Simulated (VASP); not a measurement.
A run of VASP 6.6.1:

The input INCAR:

```
PREC     = Accurate       # precision mode
ENCUT    = 520            # plane-wave cutoff, eV
EDIFF    = 1E-6           # SCF threshold, eV
ISMEAR   = 0              # smearing method
SIGMA    = 0.1            # smearing width, eV
LREAL    = False          # projectors in reciprocal space
LASPH    = True           # aspherical terms in the spheres
NELM     = 100            # most SCF steps
ALGO     = Normal         # electronic algorithm
ISIF     = 2              # what is computed and relaxed
LWAVE    = False          # write WAVECAR
LCHARG   = True           # write CHGCAR
GGA      = PE             # functional
LELF     = True           # ELF
LVHAR    = True         
NBANDS   = 16             # bands
```

KPOINTS

```
Automatic mesh
0
Gamma
  14 14 12
```

Contents of POSCAR:

```
NaP2
1.0
    4.6533850000     -1.6559130000      0.0000000000
    4.6533850000      1.6559130000      0.0000000000
   -0.5277080000      0.0000000000      4.1165175000
Na P
1 2
Direct
    0.0000000000      0.0000000000      0.5000000000
    0.7056920000      0.7056920000      0.1250110000
    0.2943080000      0.2943080000      0.8749890000
```

Potentials or basis: VASP PAW PBE potentials, release 64 (Na_pv, P).

Run with:

```console
$ cat potpaw_PBE.64/Na_pv/POTCAR potpaw_PBE.64/P/POTCAR > POTCAR
$ mpirun -np 1 vasp_std > vasp.out
```

Hardware: 1 thread of Intel(R) Xeon(R) Platinum 8488C (Sapphire Rapids), on a shared host.

Task: How long does it take, and how much memory?

Result: Wall time 11 min on 1 thread of Intel(R) Xeon(R) Platinum 8488C (Sapphire Rapids), with other jobs on the host, peak memory 0.62 GiB. Counts: scf iterations 12, k points 639.
